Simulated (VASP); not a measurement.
# F (C2/m) in VASP: further runs, part 2 of 2

VASP 6.6.1. The steps go on from the part before.

### Step 4. Single point, PBEsol

This run uses another cell than the first one, of 20.14 Å³/atom, 0.978 times its volume.

INCAR

```
SYSTEM = F
PREC = Accurate
ENCUT = 520
EDIFF = 1E-7
ISMEAR = 0
SIGMA = 0.05
LREAL = .FALSE.
LASPH = .TRUE.
NELM = 100
ALGO = Normal
ISIF = 2
LWAVE = .FALSE.
LCHARG = .FALSE.
GGA = PS
NBANDS = 22
```

KPOINTS

```
Automatic mesh
0
G
  4 4 2
  0 0 0
```

POSCAR

```
F
1.0
    3.0498369102     -1.8392925482     -0.2352297330
    3.0498369102      1.8392925482     -0.2352297330
   -2.2673695162      0.0000000000      7.3551440514
F
4
Direct
    0.0848459664      0.0848459664      0.0940038325
    0.9151540336      0.9151540336      0.9059961675
    0.5015719855      0.5015719855      0.5937195244
    0.4984280145      0.4984280145      0.4062804756
```

Potentials or basis: VASP PAW PBE potentials, release 64 (F).

Started as:

```console
cat potpaw_PBE.64/F/POTCAR > POTCAR
mpirun -np 1 vasp_std > vasp.out
```

OUTCAR:

```text
SYSTEM = F
   PREC = Accurate
   ENCUT = 520
   EDIFF = 1E-7
   ISMEAR = 0
   LREAL = .FALSE.
   LASPH = .TRUE.
   NELM = 100
   ISIF = 2
   GGA = PS

 ion  position               nearest neighbor table
   1  0.085  0.085  0.094-   2 1.44
   2  0.915  0.915  0.906-   1 1.44
   3  0.502  0.502  0.594-   4 1.44
   4  0.498  0.498  0.406-   3 1.44

  LATTYP: Found a base centered monoclinic cell.
 ALAT       =     6.1177898644
 B/A-ratio  =     0.6012931431
 C/A-ratio  =     1.2580841809
 COS(beta)  =    -0.3672053764

  Lattice vectors:

 A1 = (   3.0498369102,  -1.8392925482,  -0.2352297330)
 A2 = (   3.0498369102,   1.8392925482,  -0.2352297330)
 A3 = (  -2.2673695162,   0.0000000000,   7.3551440514)

Analysis of symmetry for initial positions (statically):
=====================================================================
 Subroutine PRICEL returns:
 Original cell was already a primitive cell.

 Routine SETGRP: Setting up the symmetry group for a
 base centered monoclinic supercell.

 Subroutine GETGRP returns: Found  4 space group operations
 (whereof  4 operations were pure point group operations)
 out of a pool of  4 trial point group operations.

The static configuration has the point symmetry C_2h.

Analysis of symmetry for dynamics (positions and initial velocities):
=====================================================================
 Subroutine PRICEL returns:
 Original cell was already a primitive cell.

 Routine SETGRP: Setting up the symmetry group for a
 base centered monoclinic supercell.

 Subroutine GETGRP returns: Found  4 space group operations
 (whereof  4 operations were pure point group operations)
 out of a pool of  4 trial point group operations.

The dynamic configuration has the point symmetry C_2h.
[... 106 lines left out ...]
   EFERMI =   0.00;   METHOD = LEGACY
   ISMEAR =     0;   SIGMA  =   0.05  broadening in eV -4-tet -1-fermi 0-gaus
   EFERMI_NEDOS =   21; number of points for ismear=-14 and -15
   IALGO  =     38    algorithm
   IMIX   =      4    mixing-type and parameters
     AMIX     =   0.40;   BMIX     =  1.00
     AMIX_MAG =   1.60;   BMIX_MAG =  1.00
  volume/ion in A,a.u.               =      20.14       135.90
  Fermi-wavevector in a.u.,A,eV,Ry     =   1.151052  2.175173 18.026635  1.324920
  Thomas-Fermi vector in A             =   2.287712
   LORBIT       =      0    0 simple, 1 ext, 2 COOP (PROOUT), +10 PAW based schemes
   GGA     = PS    functional components
   LHFCALC =     F    Hartree Fock is set to
   AEXX    =    0.0000 exact exchange contribution
   IVDW    =     0    specifies the selected vdW correction
   LEPSILON=     F    determine dielectric tensor
   LRPA    =     F    only Hartree local field effects (RPA)
 non-spin polarized calculation
 Gauss-broadening in eV      SIGMA  =   0.05
  energy-cutoff  :      520.00
  volume of cell :       80.56
 maximum number of plane-waves:      2188
 NGX is ok and might be reduce to    28
   NGX = 13   NGY = 13   NGZ = 29

 number of electron      27.9999999 magnetization

 Free energy of the ion-electron system (eV)
  ---------------------------------------------------
  ext. energy  EPLUGINS =         0.00000000
  ---------------------------------------------------
  free energy    TOTEN  =        -7.77643020 eV

  energy without entropy =       -7.77643020  energy(sigma->0) =       -7.77643020

 E-fermi :  -5.8195     XC(G=0):  -6.5868

 val. band max:       -6.1127682916   @ k =   0.5000   0.5000   0.0000
 cond. band min:      -3.4899692798   @ k =   0.0000   0.0000   0.0000
 fundamental gap:      2.6227990118
 Fermi energy:        -5.8194848579

 k-point     1 :       0.0000    0.0000    0.0000
  band No.  band energies     occupation
      1     -30.5898      2.00000
      2     -30.4244      2.00000
      3     -24.6494      2.00000
      4     -24.4224      2.00000
      5     -12.4482      2.00000
      6     -11.9106      2.00000
[... 339 lines left out ...]
     21       8.7787      0.00000
     22       8.8728      0.00000

------------------------ aborting loop because EDIFF is reached ----------------------------------------

  FORCE on cell =-STRESS in cart. coord.  units (eV):
  Direction    XX          YY          ZZ          XY          YZ          ZX
  --------------------------------------------------------------------------------------
  -------------------------------------------------------------------------------------
  Total       -0.5793366     -0.2674188     -2.4176485      0.0000000      0.0000000     -0.1612193
  in kB      -11.5224191     -5.3186902    -48.0845821      0.0000000      0.0000000     -3.2064880
  external PRESSURE =     -21.6418972 kB  Pullay stress =       0.0000000 kB

 VOLUME and BASIS-vectors are now :
 -----------------------------------------------------------------------------
  energy-cutoff  :      520.00
  volume of cell :       80.56
      direct lattice vectors                 reciprocal lattice vectors
     3.049836910 -1.839292548 -0.235229733     0.167936115 -0.271843650  0.051769649
     3.049836910  1.839292548 -0.235229733     0.167936115  0.271843650  0.051769649
    -2.267369516  0.000000000  7.355144051     0.010741752  0.000000000  0.139270627

 POSITION                                       TOTAL-FORCE (eV/Angst)
 -----------------------------------------------------------------------------------
      0.30439      0.00000      0.65150        -0.355312      0.000000     -0.747206
      3.52791      0.00000      6.23319         0.355312      0.000000      0.747206
      1.71324      0.00000      4.13092         0.240235      0.000000     -0.805240
      2.11906      0.00000      2.75376        -0.240235      0.000000      0.805240
 -----------------------------------------------------------------------------------
    total drift:                                0.000000      0.000000     -0.000000

  FREE ENERGIE OF THE ION-ELECTRON SYSTEM (eV)
  ---------------------------------------------------
  free  energy   TOTEN  =        -7.7764301978 eV

  energy  without entropy=       -7.7764301978  energy(sigma->0) =       -7.77643020
```

stdout:

```text
POSCAR found type information on POSCAR F
 POSCAR found :  1 types and       4 ions
 scaLAPACK will be used
 -----------------------------------------------------------------------------
|                                                                             |
|                                                                             |
|     You enforced a specific xc type in the INCAR file but a different       |
|     I HOPE YOU KNOW WHAT YOU ARE DOING!                                     |
|                                                                             |
 -----------------------------------------------------------------------------

 LDA part: xc-table for (Slater+PW92), standard interpolation
 POSCAR, INCAR and KPOINTS ok, starting setup
 FFT: planning ... GRIDC
 FFT: planning ... GRID_SOFT
 FFT: planning ... GRID
 WAVECAR not read
 entering main loop
```

Wall time 18 s (1 thread of Intel Xeon Platinum 8488C (Sapphire Rapids), shared host); peak memory 0.18 GiB.

Results:

```
Free energy            : -7.7764 eV
Pressure               : -2.2 GPa
Largest force          : 0.840 eV/Å
Band gap on the k mesh : 2.62 eV, indirect (least direct gap 2.69 eV)
```

Forces in eV/Å, atoms in the order of the input:
```
F   -0.355  0.000 -0.747
F    0.355  0.000  0.747
F    0.240  0.000 -0.805
F   -0.240  0.000  0.805
```

Stress tensor (GPa, compression positive):
```
-1.15  0.00 -0.32
 0.00 -0.53  0.00
-0.32  0.00 -4.81
```

Levels at points of the mesh, in eV from the valence-band top:
```
           k point  band 12  band 13  band 14  band 15  band 16  band 17
(0.00, 0.00, 0.00)    -0.16    -0.08    -0.06     2.62     3.34     8.69
(0.50, 0.00, 0.00)    -0.25    -0.24    -0.13     3.00     3.10    12.47
(0.50, 0.50, 0.00)    -0.26    -0.17     0.00     2.95     3.11    12.93
(0.00, 0.00, 0.50)    -0.16    -0.12    -0.06     2.92     3.02     9.48
(0.50, 0.00, 0.50)    -0.28    -0.17    -0.05     2.84     3.23    12.36
(0.50, 0.50, 0.50)    -0.22    -0.18    -0.08     3.00     3.10    12.61
```

Caveat: the k points lie up to 0.51 Å⁻¹ apart; the PAW data sets were made with another functional, which shifts forces and pressure a little. PBEsol gaps usually lie below the measured ones, often by a third to a half.

### Step 5. Single point, PBEsol

This run uses another cell than the first one, of 20.14 Å³/atom, 0.978 times its volume.

INCAR

```
  PREC = Accurate
  ENCUT = 520
  EDIFF = 1E-6
  ISMEAR = 0
  SIGMA = 0.05
  LREAL = F
  LASPH = T
  NELM = 100
  ALGO = Normal
  ISIF = 2
  LWAVE = F
  LCHARG = F
  GGA = PS
  NBANDS = 22
```

KPOINTS

```
Automatic mesh
0
Gamma
  4 4 2
```

POSCAR

```
F
1.0
    2.9854913441     -1.8590077966     -0.2302668478
    2.9854913441      1.8590077966     -0.2302668478
   -2.2020163133      0.0000000000      7.4270682074
F
4
Direct
    0.0848459664      0.0848459664      0.0940038325
    0.9151540336      0.9151540336      0.9059961675
    0.5015719855      0.5015719855      0.5937195244
    0.4984280145      0.4984280145      0.4062804756
```

Started as:

```console
cat potpaw_PBE.64/F/POTCAR > POTCAR
mpirun -np 1 vasp_std > vasp.out
```

Wall time 16 s (1 thread of Intel Xeon Platinum 8488C (Sapphire Rapids), shared host); peak memory 0.18 GiB.

The run converged. Its results:

```
Free energy            : -7.7558 eV
Pressure               : -2.8 GPa
Largest force          : 1.138 eV/Å
Band gap on the k mesh : 2.51 eV, indirect (least direct gap 2.57 eV)
```

Forces on the atoms (eV/Å):
```
F   -0.472  0.000 -1.016
F    0.472  0.000  1.016
F    0.311  0.000 -1.094
F   -0.311  0.000  1.094
```

Stress tensor (GPa, compression positive):
```
-1.31  0.00 -0.43
 0.00 -0.52  0.00
-0.43  0.00 -6.41
```

Levels at points of the mesh, in eV from the valence-band top:
| k point | band 10 | band 11 | band 12 | band 13 | band 14 | band 15 | band 16 | band 17 | band 18 | band 19 |
| --- | --- | --- | --- | --- | --- | --- | --- | --- | --- | --- |
| (0.00, 0.00, 0.00) | -3.02 | -0.24 | -0.16 | -0.07 | -0.05 | 2.51 | 3.24 | 8.74 | 11.12 | 11.82 |
| (0.50, 0.00, 0.00) | -3.09 | -0.33 | -0.23 | -0.23 | -0.11 | 2.89 | 2.99 | 12.51 | 12.65 | 14.09 |
| (0.50, 0.50, 0.00) | -3.16 | -0.31 | -0.27 | -0.17 | 0.00 | 2.84 | 3.01 | 13.04 | 13.40 | 13.43 |
| (0.00, 0.00, 0.50) | -3.02 | -0.23 | -0.15 | -0.10 | -0.05 | 2.82 | 2.92 | 9.51 | 9.53 | 14.40 |
| (0.50, 0.00, 0.50) | -3.07 | -0.40 | -0.26 | -0.15 | -0.04 | 2.72 | 3.14 | 12.40 | 13.26 | 13.51 |
| (0.50, 0.50, 0.50) | -3.20 | -0.35 | -0.22 | -0.18 | -0.08 | 2.90 | 3.00 | 12.79 | 12.90 | 14.86 |

Caveat: the k points lie up to 0.51 Å⁻¹ apart; the PAW data sets were made with another functional, which shifts forces and pressure a little. As with any semilocal functional, this PBEsol gap is likely too small.

### Step 6. Single point, PBEsol

This run uses another cell than the first one, of 20.14 Å³/atom, 0.978 times its volume.

INCAR

```
SYSTEM = F
PREC = Accurate
ENCUT = 520
EDIFF = 1E-6
ISMEAR = 0
SIGMA = 0.05
LREAL = .FALSE.
LASPH = .TRUE.
NELM = 60
ALGO = Normal
ISIF = 2
LWAVE = .FALSE.
LCHARG = .FALSE.
GGA = PS
NBANDS = 22
```

KPOINTS

```
regular mesh
0
G
  4 4 2
  0 0 0
```

POSCAR

```
F
1.0
    3.1832260196     -1.8003435261     -0.2455178518
    3.1832260196      1.8003435261     -0.2455178518
   -2.4022725076      0.0000000000      7.2134990064
F
4
Direct
    0.0848459664      0.0848459664      0.0940038325
    0.9151540336      0.9151540336      0.9059961675
    0.5015719855      0.5015719855      0.5937195244
    0.4984280145      0.4984280145      0.4062804756
```

Potentials or basis: VASP PAW PBE potentials, release 64 (F).

Started as:

```console
cat potpaw_PBE.64/F/POTCAR > POTCAR
mpirun -np 1 vasp_std > vasp.out
```

It took 16 s on 1 thread of Intel Xeon Platinum 8488C (Sapphire Rapids), shared host; peak memory 0.18 GiB.

The run converged. Its results:

```yaml
Free_energy: -7.7972 eV
Pressure: -1.0 GPa
Largest_force: 0.231 eV/Å
Band_gap_on_the_k_mesh: 2.84 eV, indirect (least direct gap 2.92 eV)
```

Forces in eV/Å, atoms in the order of the input:
```
F   -0.099  0.000 -0.200
F    0.099  0.000  0.200
F    0.076  0.000 -0.218
F   -0.076  0.000  0.218
```

Stress tensor (GPa, compression positive):
```
-0.73  0.00 -0.10
 0.00 -0.52  0.00
-0.10  0.00 -1.65
```

Levels at points of the mesh, in eV from the valence-band top:
| k point | band 11 | band 12 | band 13 | band 14 | band 15 | band 16 | band 17 | band 18 |
| --- | --- | --- | --- | --- | --- | --- | --- | --- |
| (0.00, 0.00, 0.00) | -0.31 | -0.16 | -0.11 | -0.08 | 2.84 | 3.53 | 8.60 | 11.07 |
| (0.50, 0.00, 0.00) | -0.34 | -0.27 | -0.26 | -0.16 | 3.21 | 3.29 | 12.40 | 12.54 |
| (0.50, 0.50, 0.00) | -0.31 | -0.25 | -0.17 | 0.00 | 3.17 | 3.28 | 12.71 | 12.81 |
| (0.00, 0.00, 0.50) | -0.28 | -0.16 | -0.16 | -0.08 | 3.13 | 3.21 | 9.43 | 9.44 |
| (0.50, 0.00, 0.50) | -0.43 | -0.31 | -0.18 | -0.06 | 3.06 | 3.42 | 12.31 | 13.11 |
| (0.50, 0.50, 0.50) | -0.33 | -0.22 | -0.16 | -0.08 | 3.20 | 3.29 | 12.27 | 12.38 |

Caveat: the k points lie up to 0.51 Å⁻¹ apart; the PAW data sets were made with another functional, which shifts forces and pressure a little. A k mesh can miss the band edges.

### Step 7. Overview

```tsv
cell	gap on the mesh (eV)	pressure (GPa)	largest force (eV/Å)
a = 3.668, b = 3.668, c = 7.683 Å, angles 109.4, 109.4, 59.6°, 4 atoms	2.69	-1.9	0.74
a = 3.718, b = 3.718, c = 7.638 Å, angles 110.1, 110.1, 58.1°, 4 atoms	2.79	-1.4	0.45
a = 3.569, b = 3.569, c = 7.697 Å, angles 108.3, 108.3, 62.0°, 4 atoms	2.62	-2.2	0.84
a = 3.524, b = 3.524, c = 7.747 Å, angles 107.7, 107.7, 63.7°, 4 atoms	2.51	-2.8	1.14
a = 3.665, b = 3.665, c = 7.603 Å, angles 109.8, 109.8, 58.8°, 4 atoms	2.84	-1.0	0.23
```

Alike in all rows: task single point; level PBEsol; potentials or basis VASP PAW PBE potentials, release 64 (F); no spin polarisation; k mesh 4 × 4 × 2; cutoff (eV) 520; smearing gaussian 0.05 eV.

Caveats: all runs use coarse meshes; the PAW data sets were made with another functional, which shifts forces and pressure a little.

Absolute energies hang on the potentials; compare differences alone.
